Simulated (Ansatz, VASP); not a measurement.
**One calculation of Al, two programs**

```
Al
1.0
     2.85007    0.13353    0.00000
    -1.30940    2.40147    0.00000
     0.00000    0.00000    4.63732
Al
2
Cartesian
  1.4636 0.8895 3.4780
  0.0771 1.6455 1.1593
```

Change from the starting cell: strain +0.0937 x Voigt [0, 0, 0, 0, 0, 1], atoms carried along.

Alike in both runs: task single point; functional PBEsol; k mesh 24 × 24 × 14; occupations gaussian, width 0.15 eV; no spin polarisation.

```csv
,VASP,Ansatz
version,VASP 6.6.1,Ansatz 0.2.0
potentials or method,"VASP PAW PBE potentials, release 64 (Al), cutoff 520 eV","scalar-relativistic, plane waves, PAW"
valence electrons in the cell,6,6
```

```tsv
	VASP	Ansatz	Ansatz less VASP
gap on the k mesh at the Fermi level (eV)	none	none	-
pressure (GPa)	0.8	0.7	-0.07
traceless stress, the component that is largest in VASP (GPa)	-2.91	-2.89	+0.022
rms of the force components (eV/Å)	0.020	0.020	-0.0003
```

VASP's potentials were made for PBE, not for PBEsol. Atom by atom the forces differ by 0.000 eV/Å (rms over components). A gap of «none» marks a metal or a gap that the smearing closes.
